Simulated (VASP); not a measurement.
# PbO (Pmmn) in VASP: a series of runs

PbO is run at these levels: PBEsol; tasks: single point.

Everything below comes from runs of VASP 6.6.1. Logs are shortened: lines on timing, memory, paths and dates and some standing lists are left out, and cuts for length are marked.

## (1) The cell of the first run

The structure is orthorhombic, space group Pmmn (No. 59). The conventional cell has a = 3.935 Å, b = 4.014 Å, c = 5.022 Å, α = 90.00°, β = 90.00°, γ = 90.00°. Pb (site symmetry mm2) has 4 O at 2.29 to 2.33 Å within 3.0 Å. O (site symmetry mm2) has 4 Pb at 2.29 to 2.33 Å and 4 O at 2.81 Å within 3.0 Å.

## (2) Single point, PBEsol (strain +0.0100 x Voigt [1, -1, 0, 0, 0, 0])

Input file INCAR:

```
SYSTEM = PbO
PREC = Accurate
ENCUT = 520
EDIFF = 1E-6
ISMEAR = 0
SIGMA = 0.05
LREAL = .False.
LASPH = .True.
NELM = 80
ALGO = Normal
ISIF = 2
LWAVE = .False.
LCHARG = .False.
GGA = PS
NBANDS = 28
```

Input file KPOINTS:

```
Automatic mesh
0
Gamma
  8 8 6
  0 0 0
```

Input file POSCAR:

```
PbO
1.0
    4.0141440000      0.0000000000      0.0000000000
    0.0000000000      3.9346560000      0.0000000000
    0.0000000000      0.0000000000      5.0220000000
Pb O
2 2
Direct
    0.0000000000      0.5000000000      0.2351000000
    0.5000000000      0.0000000000      0.7649000000
    0.0000000000      0.0000000000      0.0000000000
    0.5000000000      0.5000000000      0.0000000000
```

Potentials or basis: VASP PAW PBE potentials, release 64 (Pb_d, O).

Launch:

```sh
$ cat potpaw_PBE.64/Pb_d/POTCAR potpaw_PBE.64/O/POTCAR > POTCAR
$ mpirun -np 1 vasp_std > vasp.out
```

OUTCAR:

```text
SYSTEM = PbO
   PREC = Accurate
   ENCUT = 520
   EDIFF = 1E-6
   ISMEAR = 0
   LREAL = .False.
   LASPH = .True.
   NELM = 80
   ISIF = 2
   GGA = PS

 ion  position               nearest neighbor table
   1  0.000  0.500  0.235-   3 2.29   3 2.29   4 2.33   4 2.33   2 3.67   2 3.67   2 3.67   2 3.67
                             2 3.87   2 3.87   2 3.87   2 3.87
   2  0.500  0.000  0.765-   4 2.29   4 2.29   3 2.33   3 2.33   1 3.67   1 3.67   1 3.67   1 3.67
                             1 3.87   1 3.87   1 3.87   1 3.87
   3  0.000  0.000  0.000-   1 2.29   1 2.29   2 2.33   2 2.33
   4  0.500  0.500  0.000-   2 2.29   2 2.29   1 2.33   1 2.33

  LATTYP: Found a simple orthorhombic cell.
 ALAT       =     3.9346560000
 B/A-ratio  =     1.0202020202
 C/A-ratio  =     1.2763504611

  Lattice vectors:

 A1 = (   0.0000000000,  -3.9346560000,   0.0000000000)
 A2 = (   4.0141440000,   0.0000000000,   0.0000000000)
 A3 = (   0.0000000000,   0.0000000000,   5.0220000000)

Analysis of symmetry for initial positions (statically):
=====================================================================
 Subroutine PRICEL returns:
 Original cell was already a primitive cell.

 Routine SETGRP: Setting up the symmetry group for a
 simple orthorhombic supercell.

 Subroutine GETGRP returns: Found  8 space group operations
 (whereof  4 operations were pure point group operations)
 out of a pool of  8 trial point group operations.

The static configuration has the point symmetry C_2v.
 The point group associated with its full space group is D_2h.

Analysis of symmetry for dynamics (positions and initial velocities):
=====================================================================
 Subroutine PRICEL returns:
 Original cell was already a primitive cell.

 Routine SETGRP: Setting up the symmetry group for a
 simple orthorhombic supercell.

 Subroutine GETGRP returns: Found  8 space group operations
 (whereof  4 operations were pure point group operations)
 out of a pool of  8 trial point group operations.

The dynamic configuration has the point symmetry C_2v.
 The point group associated with its full space group is D_2h.

 Subroutine INISYM returns: Found  8 space group operations
 (whereof  4 operations are pure point group operations),
 and found     1 'primitive' translations

----------------------------------------------------------------------------------------

                                     Primitive cell

  volume of cell :      79.3189

  direct lattice vectors                    reciprocal lattice vectors
     4.014144000  0.000000000  0.000000000     0.249119115  0.000000000  0.000000000
     0.000000000  3.934656000  0.000000000     0.000000000  0.254151824  0.000000000
     0.000000000  0.000000000  5.022000000     0.000000000  0.000000000  0.199123855

  length of vectors
     4.014144000  3.934656000  5.022000000     0.249119115  0.254151824  0.199123855

  position of ions in fractional coordinates (direct lattice)
     0.000000000  0.500000000  0.235100000
     0.500000000  0.000000000  0.764900000
     0.000000000  0.000000000  0.000000000
     0.500000000  0.500000000  0.000000000

  ion indices of the primitive-cell ions
   primitive index   ion index
                 1           1
                 2           2
                 3           3
                 4           4

----------------------------------------------------------------------------------------

 KPOINTS: Automatic mesh

Automatic generation of k-mesh.
 Grid dimensions read from file:
 generate k-points for:    8    8    6

 Generating k-lattice:

  Cartesian coordinates                     Fractional coordinates (reciprocal lattice)
     0.031139889  0.000000000  0.000000000     0.125000000  0.000000000  0.000000000
     0.000000000  0.031768978  0.000000000     0.000000000  0.125000000  0.000000000
     0.000000000  0.000000000  0.033187309     0.000000000  0.000000000  0.166666667

  Length of vectors
     0.031139889  0.031768978  0.033187309

  Shift w.r.t. Gamma in fractional coordinates (k-lattice)
     0.000000000  0.000000000  0.000000000

 Subroutine IBZKPT returns following result:
 ===========================================

 Found    100 irreducible k-points:

 Following reciprocal coordinates:
            Coordinates               Weight
  0.000000  0.000000  0.000000      1.000000
  0.125000  0.000000  0.000000      2.000000
  0.250000  0.000000  0.000000      2.000000
  0.375000  0.000000  0.000000      2.000000
  0.500000  0.000000  0.000000      1.000000
  0.000000  0.125000  0.000000      2.000000
[... 16 lines left out ...]
  0.250000  0.500000  0.000000      2.000000
  0.375000  0.500000  0.000000      2.000000
 [... further k-points ...]
   k-points           NKPTS =    100   k-points in BZ     NKDIM =    100   number of bands    NBANDS=     28
   number of dos      NEDOS =    301   number of ions     NIONS =      4
   total plane-waves  NPLWV =  36000
   dimension x,y,z NGX =    30 NGY =   30 NGZ =   40
   dimension x,y,z NGXF=    60 NGYF=   60 NGZF=   80
   ions per type =               2   2
   NGX,Y,Z   is equivalent  to a cutoff of  12.42, 12.68, 13.24 a.u.
   NGXF,Y,Z  is equivalent  to a cutoff of  24.85, 25.35, 26.48 a.u.
 SYSTEM =  PbO
   PREC   = accura    normal or accurate (medium, high low for compatibility)
   ISTART =      0    job   : 0-new  1-cont  2-samecut
   ICHARG =      2    charge: 1-file 2-atom 10-const
   ISPIN  =      1    spin polarized calculation?
   LNONCOLLINEAR =      F non collinear calculations
   LSORBIT =      F    spin-orbit coupling
   LASPH  =      T    aspherical Exc in radial PAW
   ENCUT  =  520.0 eV  38.22 Ry    6.18 a.u.   7.46  7.32  9.34*2*pi/ulx,y,z
   NELM   =     80;   NELMIN=  2; NELMDL= -5     # of ELM steps
   EDIFF  = 0.1E-05   stopping-criterion for ELM
   LREAL  =      F    real-space projection
   EDIFFG = 0.1E-04   stopping-criterion for IOM
   NSW    =      0    number of steps for IOM
   IBRION =     -1    ionic relax: 0-MD 1-quasi-New 2-CG
   NFREE  =      0    steps in history (QN), initial steepest desc. (CG)
   ISIF   =      2    stress and relaxation
   ISYM   =      2    0-nonsym 1-usesym 2-fastsym
   POTIM  = 0.5000    time-step for ionic-motion
   TEBEG  =    0.0;   TEEND  =   0.0 temperature during run
   PSTRESS=    0.0 pullay stress
   NELECT =      40.0000    total number of electrons
   NUPDOWN=      -1.0000    fix difference up-down
   EMIN   =  10.00;   EMAX   =-10.00  energy-range for DOS
   EFERMI =   0.00;   METHOD = LEGACY
   ISMEAR =     0;   SIGMA  =   0.05  broadening in eV -4-tet -1-fermi 0-gaus
   EFERMI_NEDOS =   21; number of points for ismear=-14 and -15
   IALGO  =     38    algorithm
   IMIX   =      4    mixing-type and parameters
     AMIX     =   0.40;   BMIX     =  1.00
     AMIX_MAG =   1.60;   BMIX_MAG =  1.00
  volume/ion in A,a.u.               =      19.83       133.82
  Fermi-wavevector in a.u.,A,eV,Ry     =   1.303075  2.462454 23.102747  1.698004
  Thomas-Fermi vector in A             =   2.434101
   LORBIT       =      0    0 simple, 1 ext, 2 COOP (PROOUT), +10 PAW based schemes
   GGA     = PS    functional components
   LHFCALC =     F    Hartree Fock is set to
   AEXX    =    0.0000 exact exchange contribution
   IVDW    =     0    specifies the selected vdW correction
   LEPSILON=     F    determine dielectric tensor
   LRPA    =     F    only Hartree local field effects (RPA)
 non-spin polarized calculation
 Gauss-broadening in eV      SIGMA  =   0.05
  energy-cutoff  :      520.00
  volume of cell :       79.32
 maximum number of plane-waves:      2175
 NGX is ok and might be reduce to    30
   NGX = 15   NGY = 15   NGZ = 19

 number of electron      39.9999996 magnetization

 Free energy of the ion-electron system (eV)
  ---------------------------------------------------
  ext. energy  EPLUGINS =         0.00000000
  ---------------------------------------------------
  free energy    TOTEN  =       -22.86707774 eV

  energy without entropy =      -22.86707774  energy(sigma->0) =      -22.86707774

 E-fermi :   5.2221     XC(G=0): -10.0808

 val. band max:        5.0143801579   @ k =   0.0000   0.1250   0.0000
 cond. band min:       6.1894948559   @ k =   0.5000   0.5000   0.0000
 fundamental gap:      1.1751146980
 Fermi energy:         5.2220997423

 k-point     1 :       0.0000    0.0000    0.0000
  band No.  band energies     occupation
      1     -13.4101      2.00000
      2     -12.8370      2.00000
      3     -10.9545      2.00000
      4     -10.9541      2.00000
      5     -10.8865      2.00000
      6     -10.8702      2.00000
[... 20 lines left out ...]
     27      12.4558      0.00000
     28      13.0347      0.00000

 k-point     2 :       0.1250    0.0000    0.0000
  band No.  band energies     occupation
      1     -13.3749      2.00000
      2     -12.8486      2.00000
      3     -10.9471      2.00000
      4     -10.9443      2.00000
      5     -10.8751      2.00000
      6     -10.8596      2.00000
[... 20 lines left out ...]
     27      12.7966      0.00000
     28      13.8968      0.00000

 k-point     3 :       0.2500    0.0000    0.0000
  band No.  band energies     occupation
      1     -13.2824      2.00000
      2     -12.8860      2.00000
      3     -10.9264      2.00000
      4     -10.9174      2.00000
      5     -10.8420      2.00000
      6     -10.8352      2.00000
[... 20 lines left out ...]
     27      13.0826      0.00000
     28      15.6542      0.00000

 k-point     4 :       0.3750    0.0000    0.0000
  band No.  band energies     occupation
      1     -13.1634      2.00000
      2     -12.9529      2.00000
      3     -10.8965      2.00000
      4     -10.8825      2.00000
      5     -10.8323      2.00000
      6     -10.8295      2.00000
[... 578 lines left out ...]
     27      14.0670      0.00000
     28      14.0670      0.00000

 k-point    23 :       0.2500    0.5000    0.0000
  band No.  band energies     occupation
      1     -13.0260      2.00000
      2     -13.0260      2.00000
      3     -10.8379      2.00000
      4     -10.8379      2.00000
      5     -10.8272      2.00000
      6     -10.8272      2.00000
[... 20 lines left out ...]
     27      13.5794      0.00000
     28      13.5794      0.00000

 k-point    24 :       0.3750    0.5000    0.0000
  band No.  band energies     occupation
      1     -13.0147      2.00000
      2     -13.0147      2.00000
      3     -10.8501      2.00000
      4     -10.8501      2.00000
      5     -10.7777      2.00000
      6     -10.7777      2.00000
[... 20 lines left out ...]
     27      13.3141      0.00000
     28      13.3141      0.00000

 [... further k-points ...]

------------------------ aborting loop because EDIFF is reached ----------------------------------------

  FORCE on cell =-STRESS in cart. coord.  units (eV):
  Direction    XX          YY          ZZ          XY          YZ          ZX
  --------------------------------------------------------------------------------------
  -------------------------------------------------------------------------------------
  Total        0.1766200      0.9065312      0.4722921      0.0000000      0.0000000      0.0000000
  in kB        3.5675828     18.3112040      9.5399228      0.0000000      0.0000000      0.0000000
  external PRESSURE =      10.4729032 kB  Pullay stress =       0.0000000 kB

 VOLUME and BASIS-vectors are now :
 -----------------------------------------------------------------------------
  energy-cutoff  :      520.00
  volume of cell :       79.32
      direct lattice vectors                 reciprocal lattice vectors
     4.014144000  0.000000000  0.000000000     0.249119115  0.000000000  0.000000000
     0.000000000  3.934656000  0.000000000     0.000000000  0.254151824  0.000000000
     0.000000000  0.000000000  5.022000000     0.000000000  0.000000000  0.199123855

 POSITION                                       TOTAL-FORCE (eV/Angst)
 -----------------------------------------------------------------------------------
      0.00000      1.96733      1.18067         0.000000      0.000000      0.171694
      2.00707      0.00000      3.84133         0.000000      0.000000     -0.171694
      0.00000      0.00000      0.00000         0.000000      0.000000     -0.160174
      2.00707      1.96733      0.00000         0.000000      0.000000      0.160174
 -----------------------------------------------------------------------------------
    total drift:                                0.000000      0.000000     -0.000000

  FREE ENERGIE OF THE ION-ELECTRON SYSTEM (eV)
  ---------------------------------------------------
  free  energy   TOTEN  =       -22.8670777361 eV

  energy  without entropy=      -22.8670777360  energy(sigma->0) =      -22.86707774
```

Wall time 3.6 min (1 thread of AMD EPYC 7R13, shared host); peak memory 0.28 GiB.

What came out:

- Free energy: -22.8671 eV
- Pressure: 1.0 GPa
- Largest force: 0.172 eV/Å
- Band gap on the k mesh: 1.18 eV (least direct gap 2.24 eV)

Forces in eV/Å, atoms in the order of the input:
```
Pb   0.000  0.000  0.172
Pb   0.000  0.000 -0.172
O    0.000  0.000 -0.160
O    0.000  0.000  0.160
```

Stress tensor (GPa, compression positive):
```
0.36 0.00 0.00
0.00 1.83 0.00
0.00 0.00 0.95
```

Caveat: the cell differs from its parent crystal (strain +0.0100 x Voigt [1, -1, 0, 0, 0, 0]); the PAW data sets were made with another functional, which shifts forces and pressure a little; spin-orbit coupling is left out, which moves the levels of the heavy elements. A k mesh can miss the band edges.

## (3) Single point, PBEsol (strain +0.0250 x Voigt [1, -1, 0, 0, 0, 0])

Input file INCAR:

```
SYSTEM = PbO
PREC = Accurate ; ENCUT = 520
EDIFF = 1E-6 ; ISMEAR = 0
SIGMA = 0.05 ; LREAL = .False.
LASPH = .True. ; NELM = 80
ALGO = Normal ; ISIF = 2
LWAVE = .False. ; LCHARG = .False.
GGA = PS ; NBANDS = 28
```

KPOINTS is that of step 2.

Changes to POSCAR since step 2:

```diff
@@ -2,4 +2,4 @@
 1.0
-    4.0141440000      0.0000000000      0.0000000000
-    0.0000000000      3.9346560000      0.0000000000
+    4.0737600000      0.0000000000      0.0000000000
+    0.0000000000      3.8750400000      0.0000000000
     0.0000000000      0.0000000000      5.0220000000
```

Potentials or basis: VASP PAW PBE potentials, release 64 (Pb_d, O).

Launch:

```sh
$ cat potpaw_PBE.64/Pb_d/POTCAR potpaw_PBE.64/O/POTCAR > POTCAR
$ mpirun -np 1 vasp_std > vasp.out
```

It took 3.1 min on 1 thread of AMD EPYC 7R13, shared host; peak memory 0.28 GiB.

It converged, with:

| Property | Result |
| --- | --- |
| Free energy | -22.8475 eV |
| Pressure | 1.3 GPa |
| Largest force | 0.403 eV/Å |
| Band gap on the k mesh | 1.16 eV (least direct gap 2.25 eV) |

Forces on the atoms (eV/Å):
```
Pb   0.000  0.000  0.220
Pb   0.000  0.000 -0.220
O    0.000  0.000 -0.403
O    0.000  0.000  0.403
```

Stress tensor (GPa, compression positive):
```
-0.55  0.00  0.00
 0.00  3.16  0.00
 0.00  0.00  1.18
```

Levels at points of the mesh, in eV from the valence-band top:
```
           k point  band 18  band 19  band 20  band 21  band 22  band 23
(0.00, 0.00, 0.00)    -1.77    -1.63    -0.04     2.29     5.27     5.32
(0.50, 0.00, 0.00)    -3.11    -1.70    -1.70     3.28     3.28     6.33
(0.00, 0.50, 0.00)    -3.11    -1.69    -1.69     3.37     3.37     6.37
(0.50, 0.50, 0.00)    -1.68    -1.12    -1.12     1.16     1.16     5.21
(0.00, 0.00, 0.50)    -1.79    -1.66    -0.98     1.84     3.54     4.18
(0.50, 0.00, 0.50)    -3.08    -0.96    -0.96     2.88     2.88     6.64
(0.00, 0.50, 0.50)    -3.08    -1.09    -1.09     3.15     3.15     6.01
(0.50, 0.50, 0.50)    -2.26    -1.12    -1.12     3.42     3.42     4.64
```

Caveat: the cell differs from its parent crystal (strain +0.0250 x Voigt [1, -1, 0, 0, 0, 0]); the PAW data sets were made with another functional, which shifts forces and pressure a little; spin-orbit coupling is left out, which moves the levels of the heavy elements.

(Continued in part 2 of 2.)
